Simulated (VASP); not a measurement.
# CdF2 (Fm-3m) in VASP: a series of runs, part 2 of 2

VASP 6.6.1. The steps go on from the part before.

## (4) Single point, RPBE

This run uses another cell than the first one, of 12.51 Å³/atom, 1.091 times its volume.

The input, INCAR:

```
SYSTEM = CdF2
PREC = Accurate ; ENCUT = 520
EDIFF = 1E-6 ; ISMEAR = -1
SIGMA = 0.3 ; LREAL = .False.
LASPH = .True. ; NELM = 60
ALGO = Normal ; ISIF = 2
LWAVE = .False. ; LCHARG = .False.
GGA = RP ; NBANDS = 20
```

The input, KPOINTS:

```
regular mesh
0
Gamma
  6 6 6
  0 0 0
```

The input, POSCAR:

```
CdF2
1.0
    0.0000000000      2.6575901313      2.6575901313
    2.6575901313      0.0000000000      2.6575901313
    2.6575901313      2.6575901313      0.0000000000
Cd F
1 2
Direct
    0.0000000000      0.0000000000      0.0000000000
    0.2500000000      0.2500000000      0.2500000000
    0.7500000000      0.7500000000      0.7500000000
```

Potentials or basis: VASP PAW PBE potentials, release 64 (Cd, F).

Run with:

```sh
$ cat potpaw_PBE.64/Cd/POTCAR potpaw_PBE.64/F/POTCAR > POTCAR
$ mpirun -np 1 vasp_std > vasp.out
```

OUTCAR:

```text
SYSTEM = CdF2
   PREC = Accurate
   ENCUT = 520
   EDIFF = 1E-6
   ISMEAR = -1
   LREAL = .False.
   LASPH = .True.
   NELM = 60
   ISIF = 2
   GGA = RP

 ion  position               nearest neighbor table
   1  0.000  0.000  0.000-   3 2.30   3 2.30   3 2.30   2 2.30   3 2.30   2 2.30   2 2.30   2 2.30

   2  0.250  0.250  0.250-   1 2.30   1 2.30   1 2.30   1 2.30
   3  0.750  0.750  0.750-   1 2.30   1 2.30   1 2.30   1 2.30

  LATTYP: Found a face centered cubic cell.
 ALAT       =     5.3151802626

  Lattice vectors:

 A1 = (   0.0000000000,   2.6575901313,   2.6575901313)
 A2 = (   2.6575901313,   0.0000000000,   2.6575901313)
 A3 = (   2.6575901313,   2.6575901313,   0.0000000000)

Analysis of symmetry for initial positions (statically):
=====================================================================
 Subroutine PRICEL returns:
 Original cell was already a primitive cell.

 Routine SETGRP: Setting up the symmetry group for a
 face centered cubic supercell.

 Subroutine GETGRP returns: Found 48 space group operations
[... 9 lines left out ...]

 Routine SETGRP: Setting up the symmetry group for a
 face centered cubic supercell.

 Subroutine GETGRP returns: Found 48 space group operations
[... 11 lines left out ...]
                                     Primitive cell

  volume of cell :      37.5400

  direct lattice vectors                    reciprocal lattice vectors
     0.000000000  2.657590131  2.657590131    -0.188140374  0.188140374  0.188140374
     2.657590131  0.000000000  2.657590131     0.188140374 -0.188140374  0.188140374
     2.657590131  2.657590131  0.000000000     0.188140374  0.188140374 -0.188140374

  length of vectors
     3.758400007  3.758400007  3.758400007     0.325868686  0.325868686  0.325868686

  position of ions in fractional coordinates (direct lattice)
     0.000000000  0.000000000  0.000000000
     0.250000000  0.250000000  0.250000000
     0.750000000  0.750000000  0.750000000

  ion indices of the primitive-cell ions
   primitive index   ion index
                 1           1
                 2           2
                 3           3

[... 77 lines left out ...]
   ISMEAR =    -1;   SIGMA  =   0.30  broadening in eV -4-tet -1-fermi 0-gaus
   EFERMI_NEDOS =   21; number of points for ismear=-14 and -15
   IALGO  =     38    algorithm
   IMIX   =      4    mixing-type and parameters
     AMIX     =   0.40;   BMIX     =  1.00
     AMIX_MAG =   1.60;   BMIX_MAG =  1.00
  volume/ion in A,a.u.               =      12.51        84.44
  Fermi-wavevector in a.u.,A,eV,Ry     =   1.448443  2.737160 28.544831  2.097986
  Thomas-Fermi vector in A             =   2.566283
   LORBIT       =      0    0 simple, 1 ext, 2 COOP (PROOUT), +10 PAW based schemes
   GGA     = RP    functional components
   LHFCALC =     F    Hartree Fock is set to
   AEXX    =    0.0000 exact exchange contribution
   IVDW    =     0    specifies the selected vdW correction
   LEPSILON=     F    determine dielectric tensor
   LRPA    =     F    only Hartree local field effects (RPA)
 non-spin polarized calculation
  energy-cutoff  :      520.00
  volume of cell :       37.54
 maximum number of plane-waves:      1020
   NGX = 13   NGY = 13   NGZ = 13

 number of electron      26.0000017 magnetization

 Free energy of the ion-electron system (eV)
  ---------------------------------------------------
  ext. energy  EPLUGINS =         0.00000000
  ---------------------------------------------------
  free energy    TOTEN  =        -9.75675504 eV

  energy without entropy =       -9.75457329  energy(sigma->0) =       -9.75566416

 E-fermi :   1.6143     XC(G=0): -10.2686

 val. band max:       -0.8246880664   @ k =  -0.3333   0.5000   0.1667
 cond. band min:       2.6121931801   @ k =   0.0000   0.0000   0.0000
 fundamental gap:      3.4368812465
 Fermi energy:         1.6142865283

 k-point     1 :       0.0000    0.0000    0.0000
  band No.  band energies     occupation
      1     -21.9400      2.00000
      2     -20.7407      2.00000
      3      -6.5621      2.00000
      4      -6.5621      2.00000
      5      -6.5621      2.00000
      6      -5.2030      2.00000
[... 357 lines left out ...]
     19      20.0623      0.00000
     20      20.4694      0.00000

------------------------ aborting loop because EDIFF is reached ----------------------------------------

  FORCE on cell =-STRESS in cart. coord.  units (eV):
  Direction    XX          YY          ZZ          XY          YZ          ZX
  --------------------------------------------------------------------------------------
  -------------------------------------------------------------------------------------
  Total        3.9482942      3.9482942      3.9482942     -0.0000000     -0.0000000      0.0000000
  in kB      168.5101573    168.5101573    168.5101573     -0.0000000     -0.0000000      0.0000000
  external PRESSURE =     168.5101573 kB  Pullay stress =       0.0000000 kB

 VOLUME and BASIS-vectors are now :
 -----------------------------------------------------------------------------
  energy-cutoff  :      520.00
  volume of cell :       37.54
      direct lattice vectors                 reciprocal lattice vectors
     0.000000000  2.657590131  2.657590131    -0.188140374  0.188140374  0.188140374
     2.657590131  0.000000000  2.657590131     0.188140374 -0.188140374  0.188140374
     2.657590131  2.657590131  0.000000000     0.188140374  0.188140374 -0.188140374

 POSITION                                       TOTAL-FORCE (eV/Angst)
 -----------------------------------------------------------------------------------
      0.00000      0.00000      0.00000         0.000000      0.000000     -0.000000
      1.32880      1.32880      1.32880         0.000000      0.000000      0.000000
      3.98639      3.98639      3.98639        -0.000000     -0.000000     -0.000000
 -----------------------------------------------------------------------------------
    total drift:                                0.000000      0.000000      0.000000

  FREE ENERGIE OF THE ION-ELECTRON SYSTEM (eV)
  ---------------------------------------------------
  free  energy   TOTEN  =        -9.7567550379 eV

  energy  without entropy=       -9.7545732883  energy(sigma->0) =       -9.75566416
```

stdout:

```text
POSCAR found type information on POSCAR CdF
 POSCAR found :  2 types and       3 ions
 scaLAPACK will be used
 -----------------------------------------------------------------------------
|                                                                             |
|                                                                             |
|     You enforced a specific xc type in the INCAR file but a different       |
|     I HOPE YOU KNOW WHAT YOU ARE DOING!                                     |
|                                                                             |
 -----------------------------------------------------------------------------

 LDA part: xc-table for (Slater+PW92), standard interpolation
 POSCAR, INCAR and KPOINTS ok, starting setup
 FFT: planning ... GRIDC
 FFT: planning ... GRID_SOFT
 FFT: planning ... GRID
 WAVECAR not read
 entering main loop
```

It took 10 s on 1 thread of AMD EPYC 7R13 (Zen 3), shared host; peak memory 0.13 GiB.

Results:

```yaml
Free_energy: -9.7568 eV
Pressure: 16.9 GPa
Band_gap_on_the_k_mesh: 3.44 eV, indirect (least direct gap 3.87 eV)
```

Caveat: the PAW data sets were made with another functional, which shifts forces and pressure a little.

## (5) Single point, RPBE

This run uses another cell than the first one, of 13.03 Å³/atom, 1.136 times its volume.

The input, INCAR:

```
SYSTEM = CdF2
ALGO = Normal
EDIFF = 1E-6
ENCUT = 520
GGA = RP
ISIF = 2
ISMEAR = -1
LASPH = .True.
LCHARG = .False.
LREAL = .False.
LWAVE = .False.
NBANDS = 20
NELM = 60
PREC = Accurate
SIGMA = 0.3
```

The input, KPOINTS:

```
k-points
0
Gamma
  6 6 6
  0 0 0
```

The input, POSCAR:

```
CdF2
1.0
    0.0000000000      2.6940000000      2.6940000000
    2.6940000000      0.0000000000      2.6940000000
    2.6940000000      2.6940000000      0.0000000000
Cd F
1 2
Direct
    0.0000000000      0.0000000000      0.0000000000
    0.2500000000      0.2500000000      0.2500000000
    0.7500000000      0.7500000000      0.7500000000
```

Potentials or basis: VASP PAW PBE potentials, release 64 (Cd, F).

Run with:

```sh
$ cat potpaw_PBE.64/Cd/POTCAR potpaw_PBE.64/F/POTCAR > POTCAR
$ mpirun -np 1 vasp_std > vasp.out
```

OUTCAR:

```text
SYSTEM = CdF2
   EDIFF = 1E-6
   ENCUT = 520
   GGA = RP
   ISIF = 2
   ISMEAR = -1
   LASPH = .True.
   LREAL = .False.
   NELM = 60
   PREC = Accurate

 ion  position               nearest neighbor table
   1  0.000  0.000  0.000-   3 2.33   3 2.33   3 2.33   2 2.33   3 2.33   2 2.33   2 2.33   2 2.33

   2  0.250  0.250  0.250-   1 2.33   1 2.33   1 2.33   1 2.33
   3  0.750  0.750  0.750-   1 2.33   1 2.33   1 2.33   1 2.33

  LATTYP: Found a face centered cubic cell.
 ALAT       =     5.3880000000

  Lattice vectors:

[... 546 lines left out ...]

  FORCE on cell =-STRESS in cart. coord.  units (eV):
  Direction    XX          YY          ZZ          XY          YZ          ZX
  --------------------------------------------------------------------------------------
  -------------------------------------------------------------------------------------
  Total        2.6947674      2.6947674      2.6947674     -0.0000000     -0.0000000     -0.0000000
  in kB      110.4101749    110.4101749    110.4101749     -0.0000000     -0.0000000     -0.0000000
  external PRESSURE =     110.4101749 kB  Pullay stress =       0.0000000 kB

 VOLUME and BASIS-vectors are now :
 -----------------------------------------------------------------------------
  energy-cutoff  :      520.00
  volume of cell :       39.10
      direct lattice vectors                 reciprocal lattice vectors
     0.000000000  2.694000000  2.694000000    -0.185597624  0.185597624  0.185597624
     2.694000000  0.000000000  2.694000000     0.185597624 -0.185597624  0.185597624
     2.694000000  2.694000000  0.000000000     0.185597624  0.185597624 -0.185597624

 POSITION                                       TOTAL-FORCE (eV/Angst)
 -----------------------------------------------------------------------------------
      0.00000      0.00000      0.00000        -0.000000      0.000000     -0.000000
      1.34700      1.34700      1.34700         0.000000     -0.000000      0.000000
      4.04100      4.04100      4.04100        -0.000000      0.000000      0.000000
 -----------------------------------------------------------------------------------
    total drift:                                0.000000      0.000000      0.000000

  FREE ENERGIE OF THE ION-ELECTRON SYSTEM (eV)
  ---------------------------------------------------
  free  energy   TOTEN  =        -9.8952111872 eV

  energy  without entropy=       -9.8924303547  energy(sigma->0) =       -9.89382077
```

Run time: 12 s. Hardware: 1 thread of AMD EPYC 7R13 (Zen 3), shared host; peak memory 0.12 GiB.

What came out:

- Free energy: -9.8952 eV
- Pressure: 11.0 GPa
- Band gap on the k mesh: 3.29 eV, indirect (least direct gap 3.78 eV)

Caveat: the PAW data sets were made with another functional, which shifts forces and pressure a little. A k mesh can miss the band edges.

## (6) Single point, RPBE

This run uses another cell than the first one, of 13.56 Å³/atom, 1.182 times its volume.

The input, INCAR:

```
PREC = Accurate ; ENCUT = 520
EDIFF = 1E-6 ; ISMEAR = -1
SIGMA = 0.3 ; LREAL = F
LASPH = T ; NELM = 100
ALGO = Normal ; ISIF = 2
LWAVE = F ; LCHARG = F
GGA = RP ; NBANDS = 20
```

The input, KPOINTS:

```
Automatic mesh
0
Gamma
  6 6 6
```

The input, POSCAR:

```
CdF2
1.0
    0.0000000000      2.7294514339      2.7294514339
    2.7294514339      0.0000000000      2.7294514339
    2.7294514339      2.7294514339      0.0000000000
Cd F
1 2
Direct
    0.0000000000      0.0000000000      0.0000000000
    0.2500000000      0.2500000000      0.2500000000
    0.7500000000      0.7500000000      0.7500000000
```

Potentials or basis: VASP PAW PBE potentials, release 64 (Cd, F).

Run with:

```sh
$ cat potpaw_PBE.64/Cd/POTCAR potpaw_PBE.64/F/POTCAR > POTCAR
$ mpirun -np 1 vasp_std > vasp.out
```

OUTCAR:

```text
PREC = Accurate
   ENCUT = 520
   EDIFF = 1E-6
   ISMEAR = -1
   LREAL = F
   LASPH = T
   NELM = 100
   ISIF = 2
   GGA = RP

 ion  position               nearest neighbor table
   1  0.000  0.000  0.000-   3 2.36   3 2.36   3 2.36   2 2.36   3 2.36   2 2.36   2 2.36   2 2.36

   2  0.250  0.250  0.250-   1 2.36   1 2.36   1 2.36   1 2.36
   3  0.750  0.750  0.750-   1 2.36   1 2.36   1 2.36   1 2.36

  LATTYP: Found a face centered cubic cell.
 ALAT       =     5.4589028678

  Lattice vectors:

 A1 = (   0.0000000000,   2.7294514339,   2.7294514339)
 A2 = (   2.7294514339,   0.0000000000,   2.7294514339)
 A3 = (   2.7294514339,   2.7294514339,   0.0000000000)

Analysis of symmetry for initial positions (statically):
=====================================================================
 Subroutine PRICEL returns:
 Original cell was already a primitive cell.

 Routine SETGRP: Setting up the symmetry group for a
 face centered cubic supercell.

 Subroutine GETGRP returns: Found 48 space group operations
[... 9 lines left out ...]

 Routine SETGRP: Setting up the symmetry group for a
 face centered cubic supercell.

[... 141 lines left out ...]
  free energy    TOTEN  =        -9.98223558 eV

  energy without entropy =       -9.97871197  energy(sigma->0) =       -9.98047378

 E-fermi :   0.8733     XC(G=0):  -9.8201

 val. band max:       -1.4199182978   @ k =  -0.3333   0.5000   0.1667
 cond. band min:       1.7268740911   @ k =   0.0000   0.0000   0.0000
 fundamental gap:      3.1467923889
 Fermi energy:         0.8732702766

 k-point     1 :       0.0000    0.0000    0.0000
  band No.  band energies     occupation
      1     -22.0928      2.00000
      2     -21.1168      2.00000
      3      -6.9223      2.00000
      4      -6.9223      2.00000
      5      -6.9223      2.00000
      6      -5.9131      2.00000
[... 357 lines left out ...]
     19      18.8038      0.00000
     20      19.1309      0.00000

------------------------ aborting loop because EDIFF is reached ----------------------------------------

  FORCE on cell =-STRESS in cart. coord.  units (eV):
  Direction    XX          YY          ZZ          XY          YZ          ZX
  --------------------------------------------------------------------------------------
  -------------------------------------------------------------------------------------
  Total        1.6088087      1.6088087      1.6088087      0.0000000      0.0000000     -0.0000000
  in kB       63.3809689     63.3809689     63.3809689      0.0000000      0.0000000     -0.0000000
  external PRESSURE =      63.3809689 kB  Pullay stress =       0.0000000 kB

 VOLUME and BASIS-vectors are now :
 -----------------------------------------------------------------------------
  energy-cutoff  :      520.00
  volume of cell :       40.67
      direct lattice vectors                 reciprocal lattice vectors
     0.000000000  2.729451434  2.729451434    -0.183186993  0.183186993  0.183186993
     2.729451434  0.000000000  2.729451434     0.183186993 -0.183186993  0.183186993
     2.729451434  2.729451434  0.000000000     0.183186993  0.183186993 -0.183186993

 POSITION                                       TOTAL-FORCE (eV/Angst)
 -----------------------------------------------------------------------------------
      0.00000      0.00000      0.00000        -0.000000     -0.000000      0.000000
      1.36473      1.36473      1.36473        -0.000000     -0.000000     -0.000000
      4.09418      4.09418      4.09418         0.000000      0.000000      0.000000
 -----------------------------------------------------------------------------------
    total drift:                                0.000000     -0.000000      0.000000

  FREE ENERGIE OF THE ION-ELECTRON SYSTEM (eV)
  ---------------------------------------------------
  free  energy   TOTEN  =        -9.9822355788 eV

  energy  without entropy=       -9.9787119714  energy(sigma->0) =       -9.98047378
```

OSZICAR:

```text
N       E                     dE             d eps       ncg     rms          rms(c)
DAV:   1     0.195493869966E+03    0.19549E+03   -0.15689E+04   672   0.131E+03
DAV:   2    -0.362540632766E+01   -0.19912E+03   -0.19172E+03   680   0.341E+02
DAV:   3    -0.117442899912E+02   -0.81189E+01   -0.80987E+01   740   0.757E+01
DAV:   4    -0.117806321181E+02   -0.36342E-01   -0.36340E-01   684   0.510E+00
DAV:   5    -0.117807775220E+02   -0.14540E-03   -0.14540E-03   736   0.289E-01    0.101E+01
DAV:   6    -0.991565452345E+01    0.18651E+01   -0.42632E+00   796   0.386E+01    0.711E+00
DAV:   7    -0.998289308396E+01   -0.67239E-01   -0.10402E+00   660   0.899E+00    0.399E+00
DAV:   8    -0.998906516389E+01   -0.61721E-02   -0.15241E-01   656   0.369E+00    0.737E-01
DAV:   9    -0.998096747701E+01    0.80977E-02   -0.40880E-02   736   0.236E+00    0.100E-01
DAV:  10    -0.998199867186E+01   -0.10312E-02   -0.38329E-03   648   0.751E-01    0.174E-01
DAV:  11    -0.998218520581E+01   -0.18653E-03   -0.29078E-04   696   0.164E-01    0.548E-02
DAV:  12    -0.998223233165E+01   -0.47126E-04   -0.71894E-05   656   0.786E-02    0.219E-02
DAV:  13    -0.998223653989E+01   -0.42082E-05   -0.24222E-05   688   0.461E-02    0.992E-03
DAV:  14    -0.998223542669E+01    0.11132E-05   -0.43378E-06   628   0.274E-02    0.140E-03
DAV:  15    -0.998223557875E+01   -0.15206E-06   -0.31614E-07   548   0.660E-03
   1 F= -.99822356E+01 E0= -.99804738E+01  d E =-.352361E-02
```

stdout:

```text
POSCAR found type information on POSCAR CdF
 POSCAR found :  2 types and       3 ions
 scaLAPACK will be used
 -----------------------------------------------------------------------------
|                                                                             |
|                                                                             |
|     You enforced a specific xc type in the INCAR file but a different       |
|     I HOPE YOU KNOW WHAT YOU ARE DOING!                                     |
|                                                                             |
 -----------------------------------------------------------------------------

 LDA part: xc-table for (Slater+PW92), standard interpolation
 POSCAR, INCAR and KPOINTS ok, starting setup
 FFT: planning ... GRIDC
 FFT: planning ... GRID_SOFT
 FFT: planning ... GRID
 WAVECAR not read
 entering main loop
```

Wall time 16 s (1 thread of AMD EPYC 7R13 (Zen 3), shared host); peak memory 0.14 GiB.

What came out:

```
Free energy            : -9.9822 eV
Pressure               : 6.3 GPa
Band gap on the k mesh : 3.15 eV, indirect (least direct gap 3.68 eV)
```

Caveat: the PAW data sets were made with another functional, which shifts forces and pressure a little.

## (7) Summary

```tsv
cell	gap on the mesh (eV)	pressure (GPa)
a = 3.651 Å, angles 60.0°, 3 atoms	3.76	33.2
a = 3.705 Å, angles 60.0°, 3 atoms	3.59	24.1
a = 3.758 Å, angles 60.0°, 3 atoms	3.44	16.9
a = 3.810 Å, angles 60.0°, 3 atoms	3.29	11.0
a = 3.860 Å, angles 60.0°, 3 atoms	3.15	6.3
```

Alike in all rows: task single point; level RPBE; potentials or basis VASP PAW PBE potentials, release 64 (Cd, F); no spin polarisation; k mesh 6 × 6 × 6; cutoff (eV) 520; smearing fermi-dirac 0.3 eV.

Caveats: the PAW data sets were made with another functional, which shifts forces and pressure a little.

Total energies depend on the potentials used, so only differences within one code and one set of settings carry meaning.
